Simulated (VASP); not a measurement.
# EuS (Fm-3m) in VASP: notebook

Aim: see how the results for EuS move with the level of theory and the settings. Levels: PBEsol, PBE+D4, RPBE. Tasks: single point.

Everything below comes from runs of VASP 6.6.1. Logs are shortened: lines on timing, memory, paths and dates and some standing lists are left out, and cuts for length are marked.

**Experimental background.**

From “Crystal-field mediated electronic transitions of EuS up to 35 GPa”, 2022, pmc:8786971, for a powder of EuS at 300 K: band gap 1.72 eV (optical).

The results are compared with them further down.

## Step 1: The cell of the first run

It takes space group Fm-3m (No. 225, cubic). The conventional cell has a = 5.728 Å, b = 5.728 Å, c = 5.728 Å, α = 90.00°, β = 90.00°, γ = 90.00°. Within 3.8 Å of Eu (site symmetry m-3m) lie 6 S at 2.86 Å. Within 3.8 Å of S (site symmetry m-3m) lie 6 Eu at 2.86 Å.

## Step 2: Single point, PBEsol, collinear spin, ferromagnetic start

Contents of INCAR:

```
SYSTEM = EuS
PREC = Accurate
ENCUT = 600
EDIFF = 1E-6
ISMEAR = -1
SIGMA = 0.1
LREAL = .FALSE.
LASPH = .TRUE.
NELM = 200
ALGO = Normal
ISIF = 2
LWAVE = .FALSE.
LCHARG = .TRUE.
ISPIN = 2
MAGMOM = 7 0
LORBIT = 11
LMAXMIX = 6
GGA = PS
LELF = .TRUE.
LVHAR = .TRUE.
NBANDS = 22
GGA_COMPAT = .FALSE.
```

Contents of KPOINTS:

```
Automatic mesh
0
G
  6 6 6
  0 0 0
```

Contents of POSCAR:

```
EuS
1.0
    4.0503172723      0.0000000000      0.0000000000
    2.0251586361      3.5076776512      0.0000000000
    2.0251586361      1.1692258837      3.3070702045
Eu S
1 1
Direct
    0.0000000000      0.0000000000      0.0000000000
    0.5000000000      0.5000000000      0.5000000000
```

Potentials or basis: VASP PAW PBE potentials, release 64 (Eu, S).

Run with:

```sh
$ cat potpaw_PBE.64/Eu/POTCAR potpaw_PBE.64/S/POTCAR > POTCAR
$ mpirun -np 1 vasp_std > vasp.out
```

OUTCAR:

```text
SYSTEM = EuS
   PREC = Accurate
   ENCUT = 600
   EDIFF = 1E-6
   ISMEAR = -1
   LREAL = .FALSE.
   LASPH = .TRUE.
   NELM = 200
   ISIF = 2
   ISPIN = 2
   LORBIT = 11
   GGA = PS

 ion  position               nearest neighbor table
   1  0.000  0.000  0.000-   2 2.86   2 2.86   2 2.86   2 2.86   2 2.86   2 2.86
   2  0.500  0.500  0.500-   1 2.86   1 2.86   1 2.86   1 2.86   1 2.86   1 2.86

  LATTYP: Found a face centered cubic cell.
 ALAT       =     5.7280136184

  Lattice vectors:

 A1 = (   4.0503172723,   0.0000000000,   0.0000000000)
 A2 = (   2.0251586361,   3.5076776512,   0.0000000000)
 A3 = (   2.0251586361,   1.1692258837,   3.3070702045)

Analysis of symmetry for initial positions (statically):
=====================================================================
 Subroutine PRICEL returns:
 Original cell was already a primitive cell.

 Routine SETGRP: Setting up the symmetry group for a
 face centered cubic supercell.

 Subroutine GETGRP returns: Found 48 space group operations
 (whereof 48 operations were pure point group operations)
 out of a pool of 48 trial point group operations.

The static configuration has the point symmetry O_h .

Analysis of symmetry for dynamics (positions and initial velocities):
=====================================================================
 Subroutine PRICEL returns:
 Original cell was already a primitive cell.

 Routine SETGRP: Setting up the symmetry group for a
 face centered cubic supercell.

 Subroutine GETGRP returns: Found 48 space group operations
 (whereof 48 operations were pure point group operations)
 out of a pool of 48 trial point group operations.

The dynamic configuration has the point symmetry O_h .

Analysis of structural, dynamic, and magnetic symmetry:
=====================================================================
 Subroutine PRICEL returns:
 Original cell was already a primitive cell.

 Routine SETGRP: Setting up the symmetry group for a
 face centered cubic supercell.

 Subroutine GETGRP returns: Found 48 space group operations
 (whereof 48 operations were pure point group operations)
 out of a pool of 48 trial point group operations.

The overall configuration has the point symmetry O_h .

 Subroutine INISYM returns: Found 48 space group operations
 (whereof 48 operations are pure point group operations),
 and found     1 'primitive' translations

----------------------------------------------------------------------------------------

                                     Primitive cell

  volume of cell :      46.9842

  direct lattice vectors                    reciprocal lattice vectors
     4.050317272  0.000000000  0.000000000     0.246894239 -0.142544455 -0.100794151
     2.025158636  3.507677651  0.000000000     0.000000000  0.285088911 -0.100794151
     2.025158636  1.169225884  3.307070204     0.000000000  0.000000000  0.302382453

  length of vectors
     4.050317272  4.050317272  4.050317272     0.302382453  0.302382453  0.302382453

  position of ions in fractional coordinates (direct lattice)
     0.000000000  0.000000000  0.000000000
     0.500000000  0.500000000  0.500000000

  ion indices of the primitive-cell ions
   primitive index   ion index
                 1           1
                 2           2

----------------------------------------------------------------------------------------

 KPOINTS: Automatic mesh

Automatic generation of k-mesh.
 Grid dimensions read from file:
 generate k-points for:    6    6    6

 Generating k-lattice:

  Cartesian coordinates                     Fractional coordinates (reciprocal lattice)
     0.041149040 -0.023757409 -0.016799025     0.166666667  0.000000000  0.000000000
     0.000000000  0.047514818 -0.016799025     0.000000000  0.166666667  0.000000000
     0.000000000  0.000000000  0.050397075     0.000000000  0.000000000  0.166666667

  Length of vectors
     0.050397075  0.050397075  0.050397075

  Shift w.r.t. Gamma in fractional coordinates (k-lattice)
     0.000000000  0.000000000  0.000000000

 Subroutine IBZKPT returns following result:
 ===========================================

 Found     16 irreducible k-points:

 Following reciprocal coordinates:
            Coordinates               Weight
  0.000000  0.000000  0.000000      1.000000
  0.166667  0.000000  0.000000      8.000000
  0.333333 -0.000000  0.000000      8.000000
  0.500000 -0.000000  0.000000      4.000000
  0.166667  0.166667  0.000000      6.000000
  0.333333  0.166667  0.000000     24.000000
[... 8 lines left out ...]
 -0.333333  0.333333  0.166667     24.000000
 -0.333333  0.500000  0.166667     12.000000
   k-points           NKPTS =     16   k-points in BZ     NKDIM =     16   number of bands    NBANDS=     22
   number of dos      NEDOS =    301   number of ions     NIONS =      2
   total plane-waves  NPLWV =  32768
   dimension x,y,z NGX =    32 NGY =   32 NGZ =   32
   dimension x,y,z NGXF=    64 NGYF=   64 NGZF=   64
[... 32 lines left out ...]
   GGA     = PS    functional components
   LHFCALC =     F    Hartree Fock is set to
   AEXX    =    0.0000 exact exchange contribution
   IVDW    =     0    specifies the selected vdW correction
   LEPSILON=     F    determine dielectric tensor
   LRPA    =     F    only Hartree local field effects (RPA)
 spin polarized calculation
  energy-cutoff  :      600.00
  volume of cell :       46.98
 maximum number of plane-waves:      1588
   NGX = 17   NGY = 17   NGZ = 17

 number of electron      23.0000005 magnetization       6.8947617

 Free energy of the ion-electron system (eV)
  ---------------------------------------------------
  ext. energy  EPLUGINS =         0.00000000
  ---------------------------------------------------
  free energy    TOTEN  =       -20.61953908 eV

  energy without entropy =      -20.56042661  energy(sigma->0) =      -20.58998285

 E-fermi :   4.9218     XC(G=0): -10.4134

 val. band max:        4.7742321958   @ k =   0.1667   0.1667   0.0000
 cond. band min:       4.9627869908   @ k =   0.0000   0.0000   0.0000
 fundamental gap:      0.1885547949
 Fermi energy:         4.9218422294

 spin component 1

 k-point     1 :       0.0000    0.0000    0.0000
  band No.  band energies     occupation
      1     -36.5347      1.00000
      2     -15.1910      1.00000
      3     -15.1910      1.00000
      4     -15.1910      1.00000
      5      -8.8866      1.00000
      6       2.0413      1.00000
[... 14 lines left out ...]
     21       6.7556      0.00000
     22      12.4466      0.00000

 k-point     2 :       0.1667    0.0000    0.0000
  band No.  band energies     occupation
      1     -36.5288      1.00000
      2     -15.3353      1.00000
      3     -15.2003      1.00000
      4     -15.2003      1.00000
      5      -8.5959      1.00000
      6       1.0824      1.00000
[... 342 lines left out ...]
 k-point    16 :      -0.3333    0.5000    0.1667
  band No.  band energies     occupation
      1     -36.5036      1.00000
      2     -15.5028      1.00000
      3     -15.3919      1.00000
      4     -15.3703      1.00000
      5      -8.2106      1.00000
      6       0.7842      1.00000
[... 14 lines left out ...]
     21      11.1648      0.00000
     22      13.2955      0.00000
 Fermi energy:         4.9218422294

 spin component 2

 k-point     1 :       0.0000    0.0000    0.0000
  band No.  band energies     occupation
      1     -33.5242      1.00000
      2     -12.9684      1.00000
      3     -12.9684      1.00000
      4     -12.9684      1.00000
      5      -8.8439      1.00000
      6       2.2864      1.00000
[... 14 lines left out ...]
     21       9.4690      0.00000
     22      13.6026      0.00000

 k-point     2 :       0.1667    0.0000    0.0000
  band No.  band energies     occupation
      1     -33.5163      1.00000
      2     -13.2002      1.00000
      3     -12.9790      1.00000
      4     -12.9790      1.00000
      5      -8.4843      1.00000
      6       1.3215      1.00000
[... 342 lines left out ...]
 k-point    16 :      -0.3333    0.5000    0.1667
  band No.  band energies     occupation
      1     -33.4819      1.00000
      2     -13.3786      1.00000
      3     -13.2366      1.00000
      4     -13.2326      1.00000
      5      -8.1658      1.00000
      6       0.9794      1.00000
[... 14 lines left out ...]
     21      11.9630      0.00000
     22      14.2555      0.00000

------------------------ aborting loop because EDIFF is reached ----------------------------------------

  FORCE on cell =-STRESS in cart. coord.  units (eV):
  Direction    XX          YY          ZZ          XY          YZ          ZX
  --------------------------------------------------------------------------------------
  -------------------------------------------------------------------------------------
  Total       -0.0836153     -0.0836153     -0.0836153      0.0000000      0.0000000      0.0000000
  in kB       -2.8513093     -2.8513093     -2.8513093      0.0000000      0.0000000      0.0000000
  external PRESSURE =      -2.8513093 kB  Pullay stress =       0.0000000 kB

 VOLUME and BASIS-vectors are now :
 -----------------------------------------------------------------------------
  energy-cutoff  :      600.00
  volume of cell :       46.98
      direct lattice vectors                 reciprocal lattice vectors
     4.050317272  0.000000000  0.000000000     0.246894239 -0.142544455 -0.100794151
     2.025158636  3.507677651  0.000000000     0.000000000  0.285088911 -0.100794151
     2.025158636  1.169225884  3.307070204     0.000000000  0.000000000  0.302382453

 POSITION                                       TOTAL-FORCE (eV/Angst)
 -----------------------------------------------------------------------------------
      0.00000      0.00000      0.00000        -0.000000      0.000000      0.000000
      4.05032      2.33845      1.65354         0.000000     -0.000000      0.000000
 -----------------------------------------------------------------------------------
    total drift:                               -0.000000      0.000000      0.000000

  FREE ENERGIE OF THE ION-ELECTRON SYSTEM (eV)
  ---------------------------------------------------
  free  energy   TOTEN  =       -20.6195390826 eV

  energy  without entropy=      -20.5604266120  energy(sigma->0) =      -20.58998285

 total charge

# of ion       s       p       d       f       tot
--------------------------------------------------
    1        2.029   5.728   0.403   6.574  14.735
    2        1.312   2.436   0.000   0.000   3.748
--------------------------------------------------
tot          3.341   8.164   0.403   6.574  18.483

 magnetization (x)

# of ion       s       p       d       f       tot
--------------------------------------------------
    1       -0.011  -0.098   0.105   6.529   6.525
    2       -0.008  -0.066   0.000   0.000  -0.074
--------------------------------------------------
tot         -0.019  -0.163   0.105   6.529   6.451
```

Run time: 95 s. Hardware: 1 thread of Intel Xeon 8259CL, shared host; peak memory 0.23 GiB.

Results:

```
Free energy                                           : -20.6195 eV
Pressure                                              : -0.3 GPa
Net moment                                            : 6.89 μB per cell
Site moments                                          : Eu +6.53; S -0.07 μB
Valence electrons inside the program's atomic spheres : Eu 14.73; S 3.75
```

Caveat: the PAW data sets were made with another functional, which shifts forces and pressure a little; spin-orbit coupling is left out, which moves the levels of the heavy elements; a cell with one magnetic atom can't hold antiferromagnetic order, which such compounds often take; semilocal functionals describe open f shells poorly, which spoils levels, moments and volumes. The state reached can hang on the start; a lower one may exist.

## Step 3: Single point, PBE+D4, collinear spin, ferromagnetic start

This run uses another cell than the first one, of 24.04 Å³/atom.

Changes to INCAR since step 2:

```diff
@@ -12,3 +12,3 @@
 LWAVE = .FALSE.
-LCHARG = .TRUE.
+LCHARG = .FALSE.
 ISPIN = 2
@@ -17,5 +17,4 @@
 LMAXMIX = 6
-GGA = PS
-LELF = .TRUE.
-LVHAR = .TRUE.
+GGA = PE
+IVDW = 13
 NBANDS = 22
```

KPOINTS is that of step 2.

Contents of POSCAR:

```
EuS
1.0
    4.0816014525      0.0000000000      0.0000000000
    2.0408007262      3.5347705460      0.0000000000
    2.0408007262      1.1782568487      3.3326136307
Eu S
1 1
Direct
    0.0000000000      0.0000000000      0.0000000000
    0.5000000000      0.5000000000      0.5000000000
```

Potentials or basis: VASP PAW PBE potentials, release 64 (Eu, S).

Run with:

```sh
$ cat potpaw_PBE.64/Eu/POTCAR potpaw_PBE.64/S/POTCAR > POTCAR
$ mpirun -np 1 vasp_std > vasp.out
```

It took 2.7 min on 1 thread of Intel Xeon 8259CL, shared host; peak memory 0.26 GiB.

The run converged. Its results:

```yaml
Free_energy: -20.5765 eV
Pressure: -0.2 GPa
Net_moment: 6.92 μB per cell
Site_moments: Eu +6.54; S -0.07 μB
Valence_electrons_inside_the_program's_atomic_spheres: Eu 14.77; S 3.78
Dispersion_energy_per_atom: -0.318 eV
```

Levels at points of the mesh, in eV from the Fermi level:
Spin up:
```tsv
k point	band 11	band 12	band 13	band 14	band 15	band 16	band 17	band 18	band 19	band 20
(0.00, 0.00, 0.00)	-0.41	-0.41	0.00	0.00	0.00	0.90	0.90	0.90	1.26	1.85
(0.50, 0.00, 0.00)	-0.57	-0.47	-0.47	-0.42	-0.41	3.13	3.43	3.82	3.82	6.99
(0.50, 0.50, 0.00)	-0.51	-0.48	-0.48	-0.43	-0.20	-0.20	3.12	3.68	4.93	4.97
```
Spin down:
```
           k point  band 5  band 6  band 7  band 8  band 9  band 10  band 11  band 12
(0.00, 0.00, 0.00)  -13.79   -2.71   -2.71   -2.71    1.66     1.66     1.66     1.90
(0.50, 0.00, 0.00)  -12.52   -5.50   -4.04   -4.04    2.80     3.88     3.88     4.23
(0.50, 0.50, 0.00)  -13.41   -3.83   -3.04   -3.04   -0.50     3.98     4.07     4.15
```

Caveat: spin-orbit coupling is left out, which moves the levels of the heavy elements; a cell with one magnetic atom can't hold antiferromagnetic order, which such compounds often take; semilocal functionals describe open f shells poorly, which spoils levels, moments and volumes.

## Step 4: Single point, RPBE, collinear spin, ferromagnetic start

This run uses another cell than the first one, of 26.24 Å³/atom.

Contents of INCAR:

```
PREC = Accurate
ENCUT = 600
EDIFF = 1E-6
ISMEAR = -1
SIGMA = 0.1
LREAL = False
LASPH = True
NELM = 200
ALGO = Normal
ISIF = 2
LWAVE = False
LCHARG = True
ISPIN = 2
MAGMOM = 7 0
LORBIT = 11
LMAXMIX = 6
GGA = RP
LELF = True
LVHAR = True
NBANDS = 22
GGA_COMPAT = False
```

Contents of KPOINTS:

```
regular mesh
0
Gamma
  6 6 6
```

Contents of POSCAR:

```
EuS
1.0
    4.2025354955      0.0000000000      0.0000000000
    2.1012677477      3.6395024994      0.0000000000
    2.1012677477      1.2131674998      3.4313558633
Eu S
1 1
Direct
    0.0000000000      0.0000000000      0.0000000000
    0.5000000000      0.5000000000      0.5000000000
```

Run with:

```sh
$ cat potpaw_PBE.64/Eu/POTCAR potpaw_PBE.64/S/POTCAR > POTCAR
$ mpirun -np 1 vasp_std > vasp.out
```

It took 2.2 min on 1 thread of Intel Xeon 8259CL, shared host; peak memory 0.27 GiB.

The run converged. Its results:

```
Free energy                                           : -19.3796 eV
Pressure                                              : -0.3 GPa
Band gap on the k mesh                                : zero (filled and empty bands overlap)
Net moment                                            : 6.97 μB per cell
Site moments                                          : Eu +6.58; S -0.08 μB
Valence electrons inside the program's atomic spheres : Eu 14.77; S 3.77
```

Levels at points of the mesh, in eV from the Fermi level:
Spin up:
```tsv
k point	band 11	band 12	band 13	band 14	band 15	band 16	band 17	band 18	band 19	band 20
(0.00, 0.00, 0.00)	-0.43	-0.43	-0.11	-0.11	-0.11	0.79	0.98	0.98	0.98	1.83
(0.50, 0.00, 0.00)	-0.56	-0.48	-0.48	-0.44	-0.43	2.84	3.14	3.57	3.57	6.47
(0.50, 0.50, 0.00)	-0.51	-0.49	-0.49	-0.45	-0.26	-0.26	2.97	3.20	4.44	4.60
```
Spin down:
| k point | band 5 | band 6 | band 7 | band 8 | band 9 | band 10 | band 11 | band 12 |
| --- | --- | --- | --- | --- | --- | --- | --- | --- |
| (0.00, 0.00, 0.00) | -13.64 | -2.79 | -2.79 | -2.79 | 1.52 | 1.79 | 1.79 | 1.79 |
| (0.50, 0.00, 0.00) | -12.68 | -5.26 | -3.91 | -3.91 | 2.83 | 4.00 | 4.00 | 4.01 |
| (0.50, 0.50, 0.00) | -13.30 | -3.90 | -3.13 | -3.13 | -0.19 | 3.83 | 3.97 | 4.17 |

Caveat: the PAW data sets were made with another functional, which shifts forces and pressure a little; spin-orbit coupling is left out, which moves the levels of the heavy elements; a cell with one magnetic atom can't hold antiferromagnetic order, which such compounds often take; semilocal functionals describe open f shells poorly, which spoils levels, moments and volumes. The state reached can hang on the start; a lower one may exist.

## Step 5: The runs side by side

```csv
level,cell,gap on the mesh (eV),pressure (GPa),moment (μB)
PBEsol,"a = 4.050 Å, angles 60.0°, 2 atoms",none,-0.3,6.89
PBE+D4,"a = 4.082 Å, angles 60.0°, 2 atoms",none,-0.2,6.92
RPBE,"a = 4.203 Å, angles 60.0°, 2 atoms",none,-0.3,6.97
```

Alike in all rows: task single point; potentials or basis VASP PAW PBE potentials, release 64 (Eu, S); spin collinear, ferromagnetic start; k mesh 6 × 6 × 6; cutoff (eV) 600; smearing fermi-dirac 0.1 eV.

Caveats: spin-orbit coupling is left out, which moves the levels of the heavy elements; a cell with one magnetic atom can't hold antiferromagnetic order, which such compounds often take; semilocal functionals describe open f shells poorly, which spoils levels, moments and volumes; the PAW data sets were made with another functional, which shifts forces and pressure a little (at least some runs).

Total energies depend on the potentials used, so only differences within one code and one set of settings carry meaning.

## Step 6: How close it comes

Step 2. A measured gap of EuS is 1.72 eV (optical; 300 K; powder; “Crystal-field mediated electronic transitions of EuS up to 35 GPa”, 2022, pmc:8786971); the calculated 0.00 eV misses it by -1.72 eV. So large a miss can be the level of theory's own, or it may mean another phase, state or a wrong row. Spin-orbit coupling on Eu is left out. The value is that of PBEsol on a finite k mesh, which can miss the band edges, without temperature or zero-point motion. Semilocal functionals fall short of measured gaps as a rule. The run's magnetic order (collinear spin, ferromagnetic start) needn't be the measured crystal's.

Step 3. A measured gap of EuS is 1.72 eV (optical; 300 K; powder; “Crystal-field mediated electronic transitions of EuS up to 35 GPa”, 2022, pmc:8786971); the calculated 0.00 eV misses it by -1.72 eV. So large a miss can be the level of theory's own, or it may mean another phase, state or a wrong row. Spin-orbit coupling on Eu is left out. The value is that of PBE+D4 on a finite k mesh, which can miss the band edges, without temperature or zero-point motion. Semilocal functionals fall short of measured gaps as a rule. The run's magnetic order (collinear spin, ferromagnetic start) needn't be the measured crystal's.

Step 4. Measured gap of EuS: 1.72 eV (optical; 300 K; powder; “Crystal-field mediated electronic transitions of EuS up to 35 GPa”, 2022, pmc:8786971). This calculation gives 0.00 eV (-1.72 eV). So large a miss can be the level of theory's own, or it may mean another phase, state or a wrong row. Spin-orbit coupling on Eu is left out. The value is that of RPBE on a finite k mesh, which can miss the band edges, without temperature or zero-point motion. Semilocal functionals fall short of measured gaps as a rule. The run's magnetic order (collinear spin, ferromagnetic start) needn't be the measured crystal's.
